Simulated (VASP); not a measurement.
Crystal: HfO2.

```
Hf O
1.0
     5.01352    0.00000    0.00000
     0.00000    5.07984    0.00000
    -0.84113    0.00000    5.10743
Hf O
4 8
Direct
  0.27550 0.46030 0.70800
  0.72450 0.96030 0.79200
  0.72450 0.53970 0.29200
  0.27550 0.03970 0.20800
  0.07420 0.16840 0.84670
  0.92580 0.66840 0.65330
  0.92580 0.83160 0.15330
  0.07420 0.33160 0.34670
  0.44870 0.74190 0.98010
  0.55130 0.24190 0.51990
  0.55130 0.25810 0.01990
  0.44870 0.75810 0.48010
```

Program: VASP 6.6.1. Alike in all runs: task single point; no spin polarisation; cell as given; k mesh 5 × 5 × 5; cutoff (eV) 520; smearing fermi-dirac 0.05 eV.

Task: Order these runs on this cell by their pressure, lowest first.
A. level LDA; potentials or basis VASP PAW LDA potentials, release 64 (Hf_pv, O)
B. level PBEsol+D4; potentials or basis VASP PAW PBE potentials, release 64 (Hf_pv, O)
C. level PBE; potentials or basis VASP PAW PBE potentials, release 64 (Hf_pv, O)

Result: A (6.0 GPa), B (10.3 GPa), C (20.3 GPa).

Caveats: the PAW data sets were made with another functional, which shifts forces and pressure a little (some runs).
